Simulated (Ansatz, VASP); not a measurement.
# One calculation of In, two programs

```
CELL_PARAMETERS angstrom
0.00000 3.28019 3.28019
3.28019 0.00000 3.28019
3.28019 3.28019 0.00000
ATOMIC_POSITIONS crystal
In 0.12500 0.12500 0.12500
In 0.87500 0.87500 0.87500
```

Alike in both runs: task relaxation of cell and atoms; functional PBEsol; k mesh 8 × 8 × 8; occupations fermi-dirac, width 0.1 eV; no spin polarisation.

|  | VASP | Ansatz |
| --- | --- | --- |
| version | VASP 6.6.1 | Ansatz 0.2.0 |
| potentials or method | VASP PAW PBE potentials, release 64 (In_d), cutoff 600 eV | plane waves (420 eV) with PAW, scalar-relativistic |
| valence electrons in the cell | 26 | 26 |

|  | VASP | Ansatz | Ansatz less VASP |
| --- | --- | --- | --- |
| relaxed volume (Å³/atom) | 35.29 | 35.29 | 0.000 |
| relaxed length of the cell vector where the two differ most in proportion (Å) | 4.639 | 4.639 | 0.0000 |

VASP's potentials were made for PBE, not for PBEsol, and Ansatz warns of the same on its side.

Noted on VASP's run: the relaxation stopped at its first step, so nothing moved.
